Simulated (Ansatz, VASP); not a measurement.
One calculation of Bi, two programs

Contents of INCAR:

```
PREC = Accurate
ENCUT = 520
EDIFF = 1E-6
ISMEAR = -1
SIGMA = 0.08
LREAL = F
LASPH = T
NELM = 60
ALGO = Normal
ISIF = 2
LWAVE = F
LCHARG = F
NBANDS = 22
```

File KPOINTS:

```
Automatic mesh
0
Gamma
  11 11 11
```

POSCAR

```
Bi
1.0
    0.0000000000      2.7196689618      2.7196689618
    2.7196689618      0.0000000000      2.7196689618
    2.7196689618      2.7196689618      0.0000000000
Bi
2
Direct
   -0.1250000000     -0.1250000000     -0.1250000000
    0.1250000000      0.1250000000      0.1250000000
```

Input for Ansatz:

```yaml
crystal:
  lattice:
    - [0.0, 2.7196689618, 2.7196689618]
    - [2.7196689618, 0.0, 2.7196689618]
    - [2.7196689618, 2.7196689618, 0.0]
  atoms:
    - { symbol: Bi, position: [-0.125, -0.125, -0.125] }
    - { symbol: Bi, position: [0.125, 0.125, 0.125] }
kpoints:
  mp_grid: { grid: [11, 11, 11] }
scf:
  occupations: { method: fermi_dirac, width: 0.08 }
hamiltonian:
  xc: lda
  pseudopotentials: { kind: all_electron, lapw: { basis_error: 0.001 } }
output:
  forces: true
  stress: true
  eigenvalues: true
  populations: true
```

Change from the starting cell: volume scaled by 0.45, LAPW.

Alike in both runs: task single point; functional LDA; k mesh 11 × 11 × 11; occupations fermi-dirac, width 0.08 eV; no spin polarisation.

```csv
,VASP,Ansatz
version,VASP 6.6.1,Ansatz 0.2.0
potentials or method,"VASP PAW LDA potentials, release 64 (Bi_d), cutoff 520 eV","all-electron LAPW, scalar-relativistic"
```

```csv
,VASP,Ansatz,Ansatz less VASP
pressure (GPa),163.1,161.9,-1.20
```

LDA's correlation is that of Perdew and Zunger in VASP and of Perdew and Wang (1992) in Ansatz. Both programs put the cell under a high pressure, so it lies far from rest at this level. Ansatz ran all-electron here, and VASP with PAW potentials.

Neither program's run includes spin-orbit coupling. Noted on VASP's run: the cell as given lies far from equilibrium.
